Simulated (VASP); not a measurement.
# LiF (Fm-3m) in VASP: G0W0 quasiparticle levels with PBE

Aim: the G0W0 quasiparticle levels of LiF with PBE.

Program: VASP 6.6.1. These are calculated values, not measurements. Logs are shortened: lines on timing, memory, paths and dates and some standing lists are left out, and cuts for length are marked.

**1. The cell of the first run**

It takes space group Fm-3m (No. 225, cubic). The conventional cell has a = 3.990 Å, b = 3.990 Å, c = 3.990 Å, α = 90.00°, β = 90.00°, γ = 90.00°. Li (site symmetry m-3m) has 6 F at 1.99 Å within 2.6 Å. F (site symmetry m-3m) has 6 Li at 1.99 Å within 2.6 Å.

**2. G0W0 quasiparticle levels, PBE**

The input, POSCAR:

```
LiF
1.0
    0.0000000000      1.9948717375      1.9948717375
    1.9948717375      0.0000000000      1.9948717375
    1.9948717375      1.9948717375      0.0000000000
Li F
1 1
Direct
    0.0000000000      0.0000000000      0.0000000000
    0.5000000000      0.5000000000      0.5000000000
```

The input, INCAR.step1:

```
SYSTEM = LiF
PREC = Accurate ; ENCUT = 500
EDIFF = 1E-8 ; ISMEAR = 0
SIGMA = 0.01 ; LREAL = .False.
LASPH = .True. ; NELM = 60
ALGO = Normal ; LWAVE = .True.
LCHARG = .False. ; GGA = PE
```

The input, INCAR.step2:

```
SYSTEM = LiF
PREC = Accurate ; ENCUT = 500
EDIFF = 1E-8 ; ISMEAR = 0
SIGMA = 0.01 ; LREAL = .False.
LASPH = .True. ; NELM = 1
ALGO = Exact ; LWAVE = .True.
LCHARG = .False. ; GGA = PE
NBANDS = 40 ; LOPTICS = .True.
ISTART = 1
```

The input, INCAR.step3:

```
SYSTEM = LiF
PREC = Accurate ; ENCUT = 500
EDIFF = 1E-8 ; ISMEAR = 0
SIGMA = 0.01 ; LREAL = .False.
LASPH = .True. ; ALGO = EVGW0
LWAVE = .False. ; LCHARG = .False.
GGA = PE ; NELMGW = 1
NBANDS = 40 ; ENCUTGW = 100.0
NOMEGA = 96 ; PRECFOCK = Fast
ISTART = 1 ; NBANDSGW = 12
OMEGAMAX = 30
```

The input, KPOINTS:

```
Automatic mesh
0
Gamma
  8 8 8
  0 0 0
```

Potentials or basis: VASP PAW PBE potentials, release 64 (Li_GW, F_GW).

Run with:

```sh
> cat potpaw_PBE.64/Li_GW/POTCAR potpaw_PBE.64/F_GW/POTCAR > POTCAR
> cp INCAR.step1 INCAR
> mpirun -np 1 vasp_std > vasp.out
> cp INCAR.step2 INCAR
> mpirun -np 1 vasp_std > vasp.out
> cp INCAR.step3 INCAR
> mpirun -np 1 vasp_std > vasp.out
```

OUTCAR:

```text
SYSTEM = LiF
   PREC = Accurate
   ENCUT = 500
   EDIFF = 1E-8
   ISMEAR = 0
   LREAL = .False.
   LASPH = .True.
   GGA = PE
   NELMGW = 1
   ENCUTGW = 100.0
   PRECFOCK = Fast
   ISTART = 1

 ion  position               nearest neighbor table
   1  0.000  0.000  0.000-   2 1.99   2 1.99   2 1.99   2 1.99   2 1.99   2 1.99
   2  0.500  0.500  0.500-   1 1.99   1 1.99   1 1.99   1 1.99   1 1.99   1 1.99

  LATTYP: Found a face centered cubic cell.
 ALAT       =     3.9897434750

  Lattice vectors:

 A1 = (   0.0000000000,   1.9948717375,   1.9948717375)
 A2 = (   1.9948717375,   0.0000000000,   1.9948717375)
 A3 = (   1.9948717375,   1.9948717375,   0.0000000000)

Analysis of symmetry for initial positions (statically):
=====================================================================
 Subroutine PRICEL returns:
 Original cell was already a primitive cell.

 Routine SETGRP: Setting up the symmetry group for a
 face centered cubic supercell.

 Subroutine GETGRP returns: Found 48 space group operations
 (whereof 48 operations were pure point group operations)
 out of a pool of 48 trial point group operations.

The static configuration has the point symmetry O_h .

Analysis of symmetry for dynamics (positions and initial velocities):
=====================================================================
 Subroutine PRICEL returns:
 Original cell was already a primitive cell.

 Routine SETGRP: Setting up the symmetry group for a
 face centered cubic supercell.

 Subroutine GETGRP returns: Found 48 space group operations
 (whereof 48 operations were pure point group operations)
 out of a pool of 48 trial point group operations.

The dynamic configuration has the point symmetry O_h .

 Subroutine INISYM returns: Found 48 space group operations
 (whereof 48 operations are pure point group operations),
 and found     1 'primitive' translations

----------------------------------------------------------------------------------------

                                     Primitive cell

  volume of cell :      15.8772

  direct lattice vectors                    reciprocal lattice vectors
     0.000000000  1.994871738  1.994871738    -0.250642681  0.250642681  0.250642681
     1.994871738  0.000000000  1.994871738     0.250642681 -0.250642681  0.250642681
     1.994871738  1.994871738  0.000000000     0.250642681  0.250642681 -0.250642681

  length of vectors
     2.821174666  2.821174666  2.821174666     0.434125858  0.434125858  0.434125858

  position of ions in fractional coordinates (direct lattice)
     0.000000000  0.000000000  0.000000000
     0.500000000  0.500000000  0.500000000

  ion indices of the primitive-cell ions
   primitive index   ion index
                 1           1
                 2           2

----------------------------------------------------------------------------------------

 KPOINTS: Automatic mesh

Automatic generation of k-mesh.
 Grid dimensions read from file:
 generate k-points for:    8    8    8

 Generating k-lattice:

  Cartesian coordinates                     Fractional coordinates (reciprocal lattice)
    -0.031330335  0.031330335  0.031330335     0.125000000  0.000000000  0.000000000
     0.031330335 -0.031330335  0.031330335     0.000000000  0.125000000  0.000000000
     0.031330335  0.031330335 -0.031330335     0.000000000  0.000000000  0.125000000

  Length of vectors
     0.054265732  0.054265732  0.054265732

  Shift w.r.t. Gamma in fractional coordinates (k-lattice)
     0.000000000  0.000000000  0.000000000

 Subroutine IBZKPT returns following result:
 ===========================================

 Found     29 irreducible k-points:

 Following reciprocal coordinates:
            Coordinates               Weight
  0.000000  0.000000  0.000000      1.000000
  0.125000  0.000000  0.000000      8.000000
  0.250000  0.000000  0.000000      8.000000
  0.375000  0.000000  0.000000      8.000000
  0.500000  0.000000  0.000000      4.000000
  0.125000  0.125000  0.000000      6.000000
[... 16 lines left out ...]
  0.500000  0.250000  0.125000     48.000000
 -0.375000  0.250000  0.125000     24.000000
 [... further k-points ...]
   k-points           NKPTS =     29   k-points in BZ     NKDIM =    512   number of bands    NBANDS=     40
   number of dos      NEDOS =    301   number of ions     NIONS =      2
   total plane-waves  NPLWV =  13824
   dimension x,y,z NGX =    24 NGY =   24 NGZ =   24
   dimension x,y,z NGXF=    48 NGYF=   48 NGZF=   48
   ions per type =               1   1
   NGX,Y,Z   is equivalent  to a cutoff of  14.14, 14.14, 14.14 a.u.
   NGXF,Y,Z  is equivalent  to a cutoff of  28.29, 28.29, 28.29 a.u.
 SYSTEM =  LiF
   PREC   = accura    normal or accurate (medium, high low for compatibility)
   ISTART =      1    job   : 0-new  1-cont  2-samecut
   ICHARG =      0    charge: 1-file 2-atom 10-const
   ISPIN  =      1    spin polarized calculation?
   LNONCOLLINEAR =      F non collinear calculations
   LSORBIT =      F    spin-orbit coupling
   LASPH  =      T    aspherical Exc in radial PAW
   ENCUT  =  500.0 eV  36.75 Ry    6.06 a.u.   5.14  5.14  5.14*2*pi/ulx,y,z
   NELM   =     60;   NELMIN=  2; NELMDL=  0     # of ELM steps
   EDIFF  = 0.1E-07   stopping-criterion for ELM
   LREAL  =      F    real-space projection
   EDIFFG = 0.1E-06   stopping-criterion for IOM
   NSW    =      0    number of steps for IOM
   IBRION =     -1    ionic relax: 0-MD 1-quasi-New 2-CG
   NFREE  =      0    steps in history (QN), initial steepest desc. (CG)
   ISIF   =      0    stress and relaxation
   ISYM   =      3    0-nonsym 1-usesym 2-fastsym
   POTIM  = 0.5000    time-step for ionic-motion
   TEBEG  =    0.0;   TEEND  =   0.0 temperature during run
   PSTRESS=    0.0 pullay stress
   NELECT =       8.0000    total number of electrons
   NUPDOWN=      -1.0000    fix difference up-down
   EMIN   =  10.00;   EMAX   =-10.00  energy-range for DOS
   EFERMI =   0.00;   METHOD = LEGACY
   ISMEAR =     0;   SIGMA  =   0.01  broadening in eV -4-tet -1-fermi 0-gaus
   EFERMI_NEDOS =   21; number of points for ismear=-14 and -15
   IALGO  =     38    algorithm
   IMIX   =      4    mixing-type and parameters
     AMIX     =   0.40;   BMIX     =  1.00
     AMIX_MAG =   1.60;   BMIX_MAG =  1.00
  volume/ion in A,a.u.               =       7.94        53.57
  Fermi-wavevector in a.u.,A,eV,Ry     =   1.302706  2.461758 23.089682  1.697044
  Thomas-Fermi vector in A             =   2.433757
   LORBIT       =      0    0 simple, 1 ext, 2 COOP (PROOUT), +10 PAW based schemes
   GGA     = PE    functional components
   LHFCALC =     T    Hartree Fock is set to
   PRECFOCK=fast      Normal, Fast or Accurate (Low or Medium for compatibility)
   ENCUT4O =  -1.0   cutoff for four orbital integrals eV
   NKREDX  =     1    reduce k-point grid by
   NKREDY  =     1    reduce k-point grid by
   NKREDZ  =     1    reduce k-point grid by
   AEXX    =    1.0000 exact exchange contribution
   HFSCREEN=    0.0000 screening length (either q_TF or 0.3 A-1)
   HFSCREENC=   0.0000 screening length for correlation (either q_TF or 0.3 A-1)
   ENCUTFOCK=  -1.0 apply spherical cutoff to Coloumb kernel
   IVDW    =     0    specifies the selected vdW correction
   LEPSILON=     F    determine dielectric tensor
   LRPA    =     F    only Hartree local field effects (RPA)
   LRPAFORCE           =     F    calculate RPA forces
   ENCUTGW             = 100.0    cutoff for response function in eV
   ENCUTGWSOFT         =  80.0    soft cutoff for Coulomb kernel in GW response function in eV
   ENCUTLF             =  -1.0    cutoff for local field effects
   NELMGW              =     1    number of iterations in solving QP/BSE equation
   NELMHF              =     1    number of iterations in the inner HF iteration
   NKREDLFX            =     1    NKREDLFY  =   1   NKREDLFZ  =   1
 non-spin polarized calculation
 Gauss-broadening in eV      SIGMA  =   0.01
  energy-cutoff  :      500.00
  volume of cell :       15.88
 maximum number of plane-waves:       415
 NGX is ok and might be reduce to    24
  NGX = 14; NGY = 14; NGZ = 14
   NGX = 11   NGY = 11   NGZ = 11
 maximum number of plane-waves:        43
 NGX is ok and might be reduce to    10

 QP shifts <psi_nk| G(iteration)W_0 |psi_nk>: iteration 1
 for sc-GW calculations column KS-energies equals QP-energies in previous step
 and V_xc(KS)=  KS-energies - (<T + V_ion + V_H > + <T+V_H+V_ion>^1  + <V_x>^1)

 k-point   1 :       0.0000    0.0000    0.0000
  band No.  KS-energies  QP-energies   sigma(KS)   V_xc(KS)     V^pw_x(r,r')   Z            occupation Imag(sigma)

      1     -23.2013     -27.5529     -27.9380     -22.2939     -36.5066       0.7710       2.0000       1.0071
      2      -3.0932      -5.6736     -26.0778     -22.9322     -30.7296       0.8203       2.0000       0.0723
      3      -3.0932      -5.6736     -26.0778     -22.9322     -30.7296       0.8203       2.0000       0.0723
      4      -3.0932      -5.6736     -26.0778     -22.9322     -30.7296       0.8203       2.0000       0.0723
      5       6.2174       7.8962      -8.6178     -10.5129      -5.5317       0.8859       0.0000      -0.0450
      6      21.2304      23.8461      -5.4564      -8.5003      -1.5853       0.8593       0.0000      -0.1261
      7      21.2304      23.8461      -5.4564      -8.5003      -1.5853       0.8593       0.0000      -0.1261
      8      21.2304      23.8461      -5.4564      -8.5003      -1.5853       0.8593       0.0000      -0.1261
      9      21.5198      23.3612      -6.3653      -8.4852      -2.6632       0.8686       0.0000      -0.1378
     10      21.5198      23.3612      -6.3653      -8.4852      -2.6632       0.8686       0.0000      -0.1378
     11      21.5198      23.3612      -6.3653      -8.4852      -2.6632       0.8686       0.0000      -0.1378
     12      24.7227      25.6843      -5.5630      -6.7085      -1.0960       0.8394       0.0000      -0.5301

 k-point   2 :       0.1250    0.0000    0.0000
  band No.  KS-energies  QP-energies   sigma(KS)   V_xc(KS)     V^pw_x(r,r')   Z            occupation Imag(sigma)

      1     -23.1289     -27.4160     -28.0166     -22.3761     -36.5770       0.7600       2.0000       0.9873
      2      -3.5391      -6.2253     -25.3922     -22.1115     -29.9689       0.8188       2.0000       0.0734
      3      -3.1298      -5.7202     -26.0437     -22.8847     -30.6946       0.8200       2.0000       0.0723
      4      -3.1298      -5.7202     -26.0437     -22.8847     -30.6946       0.8200       2.0000       0.0723
      5       6.6578       8.4243      -8.9384     -10.9388      -5.8953       0.8831       0.0000      -0.0451
      6      17.7683      19.8107      -6.4727      -8.8383      -2.8498       0.8634       0.0000      -0.0852
      7      19.5403      21.9221      -5.7739      -8.5235      -2.0893       0.8662       0.0000      -0.0953
      8      19.5403      21.9221      -5.7739      -8.5235      -2.0893       0.8662       0.0000      -0.0953
      9      22.9153      24.9088      -6.0774      -8.3923      -2.2700       0.8612       0.0000      -0.1605
     10      22.9153      24.9088      -6.0774      -8.3923      -2.2700       0.8612       0.0000      -0.1605
     11      22.9281      24.9330      -5.4604      -7.8237      -1.4105       0.8483       0.0000      -0.2082
     12      28.5924      30.2114      -5.7137      -7.4931      -1.4498       0.9099       0.0000      -0.7183
[... 324 lines left out ...]
      1     -22.6398     -26.8259     -28.6388     -23.0088     -37.1375       0.7435       2.0000       0.8742
      2      -5.3082      -8.3407     -23.3250     -19.6009     -27.7971       0.8143       2.0000       0.0863
      3      -4.2630      -7.0787     -24.4899     -21.0406     -29.0205       0.8163       2.0000       0.0779
      4      -3.5327      -6.2155     -25.5997     -22.3209     -30.2297       0.8182       2.0000       0.0737
      5       9.4123      11.5355      -9.0128     -11.4331      -5.9523       0.8773       0.0000      -0.0507
      6      13.1044      15.3798      -8.7793     -11.4043      -5.5292       0.8668       0.0000      -0.0623
      7      16.2376      18.5733      -6.0230      -8.6853      -2.5718       0.8773       0.0000      -0.0623
      8      16.7112      19.1516      -7.2143     -10.0400      -3.6739       0.8636       0.0000      -0.0728
      9      23.0087      24.9940      -6.2112      -8.5466      -2.2208       0.8501       0.0000      -0.2069
     10      27.7527      29.8328      -7.0570      -9.4237      -2.6757       0.8789       0.0000      -0.6314
     11      30.4909      32.7399      -6.0451      -8.4697      -1.8102       0.9276       0.0000      -0.7178
     12      34.0875      37.2223      -8.0273     -11.4945      -3.6564       0.9041       0.0000      -0.9515

 k-point  24 :      -0.3750    0.2500    0.1250
  band No.  KS-energies  QP-energies   sigma(KS)   V_xc(KS)     V^pw_x(r,r')   Z            occupation Imag(sigma)

      1     -22.5706     -26.7438     -28.7365     -23.1077     -37.2273       0.7414       2.0000       0.8611
      2      -5.5277      -8.6023     -23.1131     -19.3316     -27.5942       0.8131       2.0000       0.0886
      3      -4.3866      -7.2190     -24.3002     -20.8297     -28.8052       0.8162       2.0000       0.0785
      4      -3.6070      -6.3039     -25.5309     -22.2323     -30.1617       0.8176       2.0000       0.0741
      5       9.6124      11.6723      -8.3700     -10.7096      -5.2835       0.8804       0.0000      -0.0502
      6      12.9014      15.3600      -9.7552     -12.6090      -6.5411       0.8615       0.0000      -0.0639
      7      16.1194      18.5547      -6.3653      -9.1501      -2.8956       0.8745       0.0000      -0.0649
      8      16.3809      18.7295      -7.0966      -9.8012      -3.6090       0.8684       0.0000      -0.0679
      9      24.9697      26.8821      -6.6815      -8.9165      -2.4990       0.8557       0.0000      -0.3822
     10      26.0920      28.0019      -6.1986      -8.4533      -1.9597       0.8471       0.0000      -0.3742
     11      31.7663      34.1978      -6.7033      -9.3669      -2.3092       0.9129       0.0000      -0.9189
     12      33.9427      37.1702      -7.7543     -11.2909      -3.4584       0.9126       0.0000      -0.9097

 [... further k-points ...]
```

It took 6.9 min on 1 thread of AMD EPYC 9R45 (Zen 5), shared host; peak memory 0.39 GiB.

What came out:

```yaml
Quasiparticle_gap: 13.57 eV
Least_direct_quasiparticle_gap: 13.57 eV
Band_gap_of_the_starting_levels_on_the_mesh: 9.31 eV
Least_direct_gap_of_the_starting_levels_on_the_mesh: 9.31 eV
```

Caveat: bands, screening cutoff and mesh are small and nothing is extrapolated, so the quasiparticle values aren't converged.
